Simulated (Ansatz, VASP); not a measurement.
# Ir: VASP beside Ansatz

```
Ir
1.0
     0.00000    2.07328    1.76612
     2.07328    0.00000    1.76612
     2.07328    2.07328    0.00000
Ir
1
Direct
  0.00000 0.00000 0.00000
```

Change from the starting cell: strain +0.080 along x and y, -0.080 along z, atoms carried along.

Alike in both runs: task single point; functional PBEsol; k mesh 22 × 22 × 22; occupations gaussian, width 0.15 eV; no spin polarisation.

|  | VASP | Ansatz |
| --- | --- | --- |
| version | VASP 6.6.1 | Ansatz 0.2.0 |
| potentials or method | VASP PAW PBE potentials, release 64 (Ir_sv_GW), cutoff 560 eV | scalar-relativistic, plane waves, PAW |
| valence electrons in the cell | 17 | 17 |

```csv
,VASP,Ansatz,Ansatz less VASP
gap on the k mesh at the Fermi level (eV),none,none,-
pressure (GPa),-22.0,-20.3,+1.70
"traceless stress, the component that is largest in VASP (GPa)",25.95,26.05,+0.098
```

VASP's potentials were made for PBE, not for PBEsol. A gap of «none» marks a metal or a gap that the smearing closes.

Neither program's run includes spin-orbit coupling.
